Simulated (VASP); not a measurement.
## Hf2Sc3N: relaxation of cell and atoms with PBE

Hf2Sc3N:

```
CELL_PARAMETERS angstrom
2.58495 -4.65211 0.00000
2.58495 4.65211 0.00000
0.00000 0.00000 4.26648
ATOMIC_POSITIONS crystal
Hf 0.50000 0.00000 0.50000
Hf 0.00000 0.50000 0.50000
Sc 0.67796 0.32204 0.00000
Sc 0.32204 0.67796 0.00000
Sc 0.50000 0.50000 0.50000
N 0.00000 0.00000 0.00000
```

The cell was built from a structure type or drawn by symmetry, and may not be a known phase.

- Program: VASP 6.6.1
- Task: relaxation of cell and atoms
- Functional: PBE
- Potentials or basis: VASP PAW PBE potentials, release 64 (Hf_pv, Sc_sv, N)
- Cutoff: 600 eV
- k mesh: 4 × 4 × 4
- Occupations: gaussian, width 0.1 eV
- Spin: no spin polarisation
- Dipole correction: no
- Further INCAR settings: ALGO = Normal; EDIFF = 1e-07; IBRION = 2; EDIFFG = -0.04; NSW = 90; ISIF = 3

| Quantity | Value |
| --- | --- |
| Relaxed volume | 24.95 Å³/atom |
| Relaxed cell | a = 6.305 Å, b = 6.305 Å, c = 5.376 Å, α = 90.00°, β = 90.00°, γ = 135.53° |
| Space group after relaxing (to 0.1 Å) | Cmmm (No. 65) |
| Energy gained by relaxing | 870.1 meV/atom |
| Ionic steps | 25 |
| Pressure after relaxing | 0.0 GPa |
| Largest force after relaxing | 0.024 eV/Å |
| Band gap on the k mesh | zero (bands 29 and 30 overlap by 0.27 eV) |

Forces in eV/Å, atoms in the order of the input:
```
Hf   0.000  0.000  0.000
Hf   0.000  0.000  0.000
Sc   0.000  0.024  0.000
Sc   0.000 -0.024  0.000
Sc   0.000  0.000  0.000
N    0.000  0.000  0.000
```

The path:
| step | energy change (eV) | largest force (eV/Å) | pressure (GPa) | volume (Å³) |
| --- | --- | --- | --- | --- |
| 1 | 0.0000 | 0.6155 | 32.36 | 102.61 |
| 2 | -3.9293 | 0.2373 | -3.87 | 162.50 |
| 3 | -4.0692 | 0.1548 | -0.17 | 149.33 |
| 4 | -4.0705 | 0.1655 | -0.65 | 150.81 |
| 5 | -4.2171 | 0.0335 | -0.49 | 149.80 |
| 6 | -4.2889 | 0.5768 | 0.91 | 145.99 |
| 7 | -4.3339 | 0.2731 | 0.07 | 147.85 |
| 8 | -4.3361 | 0.3194 | 0.18 | 147.57 |
| 9 | -4.3631 | 0.4503 | 0.06 | 148.19 |
| 10 | -4.4702 | 0.7879 | -0.27 | 149.93 |
| 11 | -4.6906 | 1.1816 | -0.75 | 152.85 |
| 12 | -4.3793 | 1.1635 | -1.01 | 156.26 |
| 13 | -4.7704 | 1.1795 | -0.95 | 153.74 |
| 14 | -4.7759 | 1.2038 | -1.00 | 154.16 |
| 15 | -4.7809 | 1.2001 | -1.02 | 154.24 |
| 16 | -4.7950 | 1.1885 | -1.08 | 154.46 |
| 17 | -4.8184 | 1.1612 | -1.21 | 154.89 |
| 18 | -4.8423 | 1.0707 | -1.42 | 155.68 |
| 19 | -4.8759 | 1.0244 | -1.36 | 155.34 |
| 20 | -4.9670 | 0.8867 | -1.18 | 154.31 |
| 21 | -5.1068 | 0.6120 | -0.72 | 152.26 |
| 22 | -5.2175 | 0.0191 | 0.58 | 148.10 |
| 23 | -5.2175 | 0.0446 | 0.52 | 148.25 |
| 24 | -5.2196 | 0.0349 | 0.25 | 148.96 |
| 25 | -5.2203 | 0.0244 | -0.04 | 149.73 |

Final structure:
```yaml
crystal:
  lattice:
    - [2.38580, -5.83645, 0.00000]
    - [2.38580, 5.83645, 0.00000]
    - [0.00000, 0.00000, 5.37641]
  atoms:
    - { symbol: Hf, position: [0.50000, 0.00000, 0.50000] }
    - { symbol: Hf, position: [0.00000, 0.50000, 0.50000] }
    - { symbol: Sc, position: [0.62493, 0.37507, 0.00000] }
    - { symbol: Sc, position: [0.37507, 0.62493, 0.00000] }
    - { symbol: Sc, position: [0.50000, 0.50000, 0.50000] }
    - { symbol: N, position: [0.00000, 0.00000, 0.00000] }
```

Levels at points of the mesh, in eV from the Fermi level:
```csv
k point,band 25,band 26,band 27,band 28,band 29,band 30,band 31,band 32,band 33,band 34
"(0.00, 0.00, 0.00)",-1.77,-1.42,-1.24,-0.36,-0.33,0.04,0.11,0.24,0.34,0.84
"(0.50, 0.00, 0.00)",-0.44,-0.33,-0.26,-0.17,0.12,0.14,0.52,0.55,0.79,0.91
"(0.50, 0.50, 0.00)",-1.69,-1.54,-0.43,-0.38,-0.25,0.39,0.43,0.48,0.69,0.72
"(0.00, 0.00, 0.50)",-1.96,-1.88,-0.97,-0.31,-0.07,0.00,0.59,0.77,0.96,1.45
"(0.50, 0.00, 0.50)",-1.10,-0.82,-0.61,-0.30,-0.25,0.40,0.75,0.81,0.83,1.08
"(0.50, 0.50, 0.50)",-1.56,-0.99,-0.90,-0.40,0.00,0.03,0.10,0.21,0.27,0.72
```

Wall time 36 min on 1 thread of AMD EPYC 9R45 96-Core Processor (Zen 5), with other jobs on the host, peak memory 0.31 GiB.

Caveat: the k points lie up to 0.36 Å⁻¹ apart in the final cell; the volume moved by over 15 % at a fixed basis, so the end points are rough; spin-orbit coupling is left out, which moves the levels of the heavy elements.
